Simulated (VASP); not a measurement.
Set up this calculation in VASP 6.6.1, as the native input.

```yaml
Task: single point
Functional: PBEsol
Potentials_or_basis: VASP PAW PBE potentials, release 64 (Co, Sn_d)
Cutoff: 520 eV
k_mesh: 8 × 8 × 8
Occupations: gaussian, width 0.15 eV
Spin: no spin polarisation
Dipole_correction: no
Further_INCAR_settings: ALGO = Fast; EDIFF = 1e-06; NBANDS = 46
```

The structure of CoSn2 lies in POSCAR:

```
CoSn2
1.0
   -3.1397850674      3.1397850674      2.6987582830
    3.1397850674     -3.1397850674      2.6987582830
    3.1397850674      3.1397850674     -2.6987582830
Co Sn
2 4
Direct
    0.2500000000      0.2500000000      0.0000000000
    0.7500000000      0.7500000000      0.0000000000
    0.6663276314      0.1663276314      0.8326552628
    0.1663276314      0.3336723686      0.5000000000
    0.3336723686      0.8336723686      0.1673447372
    0.8336723686      0.6663276314      0.5000000000
```

These files were run (other wordings do the same):

INCAR

```
SYSTEM = CoSn2
PREC = Accurate ; ENCUT = 520
EDIFF = 1E-6 ; ISMEAR = 0
SIGMA = 0.15 ; LREAL = .False.
LASPH = .True. ; NELM = 60
ALGO = Fast ; ISIF = 2
LWAVE = .False. ; LCHARG = .False.
GGA = PS ; NBANDS = 46
```

KPOINTS

```
regular mesh
0
Gamma
  8 8 8
  0 0 0
```

Potentials or basis: VASP PAW PBE potentials, release 64 (Co, Sn_d).

Run with:

```sh
$ cat potpaw_PBE.64/Co/POTCAR potpaw_PBE.64/Sn_d/POTCAR > POTCAR
$ mpirun -np 1 vasp_std > vasp.out
```

Results of the run:

* Pressure: 0.0 GPa
* Band gap on the k mesh: zero (bands 37 and 38 overlap by 1.65 eV)

Caveat: the PAW data sets were made with another functional, which shifts forces and pressure a little; spin-orbit coupling is left out, which moves the levels of the heavy elements; the run has no spin polarisation, though such a crystal can be magnetic.

It took 5.5 min on 1 thread of Intel(R) Xeon(R) Platinum 8259CL CPU @ 2.50GHz (Skylake/Cascade Lake), on a shared host, peak memory 0.39 GiB.
